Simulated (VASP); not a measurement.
Here is a VASP 6.6.1 calculation.

INCAR

```
SYSTEM = RbBr
PREC = Accurate
ENCUT = 500
EDIFF = 1E-6
ISMEAR = 0
SIGMA = 0.02
LREAL = .False.
LASPH = .True.
NELM = 120
ALGO = Normal
ISIF = 2
LWAVE = .False.
LCHARG = .False.
GGA = PE
NBANDS = 15
GGA_COMPAT = .False.
```

Contents of KPOINTS:

```
regular mesh
0
Gamma
  6 6 6
  0 0 0
```

The input POSCAR:

```
RbBr
1.0
    0.0000000000      3.4000929858      3.4000929858
    3.4000929858      0.0000000000      3.4000929858
    3.4000929858      3.4000929858      0.0000000000
Rb Br
1 1
Direct
    0.0000000000      0.0000000000      0.0000000000
    0.5000000000      0.5000000000      0.5000000000
```

Potentials or basis: VASP PAW PBE potentials, release 64 (Rb_sv, Br).

Command:

```bash
$ cat potpaw_PBE.64/Rb_sv/POTCAR potpaw_PBE.64/Br/POTCAR > POTCAR
$ mpirun -np 1 vasp_std > vasp.out
```

(1) Predict the band gap on the k mesh.

(2) Predict the pressure.

## Answers

(1) 4.42 eV, direct.

(2) 1.4 GPa.
